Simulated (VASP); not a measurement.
Here is a VASP 6.6.1 calculation.

The input INCAR:

```
SYSTEM = Na2S
PREC = Accurate
ENCUT = 500
EDIFF = 1E-8
ISMEAR = 0
SIGMA = 0.01
LREAL = .False.
LASPH = .True.
NELM = 120
ALGO = Normal
ISIF = 2
LWAVE = .False.
LCHARG = .False.
GGA = PS
IBRION = 8
NSW = 1
GGA_COMPAT = .False.
```

The input KPOINTS:

```
regular mesh
0
Gamma
  6 6 6
  0 0 0
```

POSCAR

```
Na2S
1.0
    2.9628299537      2.9628299537      0.0000000000
   -2.9628299537      2.9628299537      0.0000000000
    0.0000000000      2.9628299537      2.9628299537
Na S
2 1
Direct
    0.2500000000      0.7500000000      0.5000000000
    0.7500000000      0.2500000000      0.5000000000
    0.0000000000      0.0000000000      0.0000000000
```

Potentials or basis: VASP PAW PBE potentials, release 64 (Na_pv, S).

Launch:

```console
$ cat potpaw_PBE.64/Na_pv/POTCAR potpaw_PBE.64/S/POTCAR > POTCAR
$ mpirun -np 1 vasp_std > vasp.out
```

(1) Predict the highest phonon frequency at Γ, LO-TO splitting left out.

Results:

(1) 334 cm⁻¹.

Caveat: the cell stands under pressure or tension, which shifts response properties.
